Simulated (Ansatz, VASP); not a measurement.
# CdS: VASP beside Ansatz

```
Cd S
1.0
     0.04228   -0.05310    4.02292
     6.67746    0.10650    0.06976
     0.18446   11.46060   -0.15177
Cd S
6 6
Direct
  0.70317 0.09811 0.49210
  0.70184 0.61175 0.00160
  0.34356 0.68785 0.30219
  0.33744 0.19545 0.81370
  0.96193 0.20217 0.19358
  0.99451 0.67936 0.67188
  0.13226 0.88325 0.50051
  0.12105 0.34311 0.01151
  0.86918 0.82154 0.19413
  0.78731 0.32816 0.68887
  0.52611 0.31827 0.32277
  0.52165 0.83098 0.80716
```

Change from the starting cell: cell x2, atoms moved at random (sigma 0.1 Å) and cell strained at random (1.5 %), then relaxed without symmetry.

Alike in both runs: task relaxation of cell and atoms; functional PBE; k mesh 4 × 2 × 1; occupations gaussian, width 0.1 eV; no spin polarisation.

|  | VASP | Ansatz |
| --- | --- | --- |
| version | VASP 6.6.1 | Ansatz 0.2.0 |
| potentials or method | VASP PAW PBE potentials, release 64 (Cd, S), cutoff 600 eV | scalar-relativistic, plane waves, PAW |
| valence electrons in the cell | 108 | 156 |

Ansatz gave:

```
gap on the k mesh at the Fermi level, each at its own relaxed structure (eV) : 0.96
relaxed volume (Å³/atom)                                                     : 25.21
relaxed cell length with the largest relative difference (Å)                 : 4.009
```

Q: Estimate VASP's values.

A: gap on the k mesh at the Fermi level, each at its own relaxed structure (eV): 0.95; relaxed volume (Å³/atom): 25.34; relaxed cell length with the largest relative difference (Å): 4.023.

VASP's potentials hold 108 valence electrons a cell and Ansatz's 156, so a difference there can come from the potentials and not from the codes.

The k mesh is coarse, so the values compare programs but aren't converged.
